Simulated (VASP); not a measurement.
A run of VASP 6.6.1 is set up as follows.

File INCAR:

```
SYSTEM = BN
PREC = Accurate
ENCUT = 600
EDIFF = 1E-6
ISMEAR = 0
SIGMA = 0.05
LREAL = .False.
LASPH = .True.
NELM = 120
ALGO = Normal
ISIF = 2
LWAVE = .False.
LCHARG = .False.
GGA = B5
ALDAX = 1.0
AGGAX = 1.0
AGGAC = 1.0
ALDAC = 0.0
NBANDS = 11
GGA_COMPAT = .False.
```

File KPOINTS:

```
regular mesh
0
Gamma
  12 12 12
  0 0 0
```

Contents of POSCAR:

```
BN
1.0
    0.0000000000      1.8463510626      1.8463510626
    1.8463510626      0.0000000000      1.8463510626
    1.8463510626      1.8463510626      0.0000000000
B N
1 1
Direct
    0.0000000000      0.0000000000      0.0000000000
    0.7500000000      0.7500000000      0.7500000000
```

Potentials or basis: VASP PAW PBE potentials, release 64 (B, N).

Command:

```bash
$ cat potpaw_PBE.64/B/POTCAR potpaw_PBE.64/N/POTCAR > POTCAR
$ mpirun -np 1 vasp_std > vasp.out
```

Problem. Estimate the pressure.

Solution. -12.8 GPa.

Problem. Predict the band gap on the k mesh.

Solution. 4.79 eV (least direct gap 8.62 eV).

Caveat: the cell stands under tension; the PAW data sets were made with another functional, which shifts forces and pressure a little. A k mesh can miss the band edges.
